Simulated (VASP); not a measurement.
Here is a VASP 6.6.1 calculation.

INCAR

```
PREC = Accurate
ENCUT = 520
EDIFF = 1E-6
ISMEAR = 0
SIGMA = 0.1
LREAL = F
LASPH = T
NELM = 100
ALGO = Normal
ISIF = 2
LWAVE = F
LCHARG = F
GGA = PS
NBANDS = 40
```

The input KPOINTS:

```
Automatic mesh
0
Gamma
  6 12 8
```

Contents of POSCAR:

```
TiB
1.0
    6.0586345549      0.0000000000      0.0000000000
    0.0000000000      3.0329951574      0.0000000000
    0.0000000000      0.0000000000      4.5267600779
Ti B
4 4
Direct
    0.1773861324      0.2500000000      0.1220126217
    0.8226138676      0.7500000000      0.8779873783
    0.3226138676      0.7500000000      0.6220126217
    0.6773861324      0.2500000000      0.3779873783
    0.0301911761      0.2500000000      0.6000783167
    0.9698088239      0.7500000000      0.3999216833
    0.4698088239      0.7500000000      0.1000783167
    0.5301911761      0.2500000000      0.8999216833
```

Potentials or basis: VASP PAW PBE potentials, release 64 (Ti_sv, B).

Launch:

```console
$ cat potpaw_PBE.64/Ti_sv/POTCAR potpaw_PBE.64/B/POTCAR > POTCAR
$ mpirun -np 1 vasp_std > vasp.out
```

Estimate the pressure.

0.1 GPa.

Estimate the band gap on the k mesh.

zero (bands 30 and 31 overlap by 1.72 eV).

Forces on the atoms (eV/Å):
```
Ti  -0.005  0.000 -0.007
Ti   0.005  0.000  0.007
Ti   0.005  0.000 -0.007
Ti  -0.005  0.000  0.007
B    0.002  0.000  0.007
B   -0.002  0.000 -0.007
B   -0.002  0.000  0.007
B    0.002  0.000 -0.007
```

Caveat: the PAW data sets were made with another functional, which shifts forces and pressure a little.
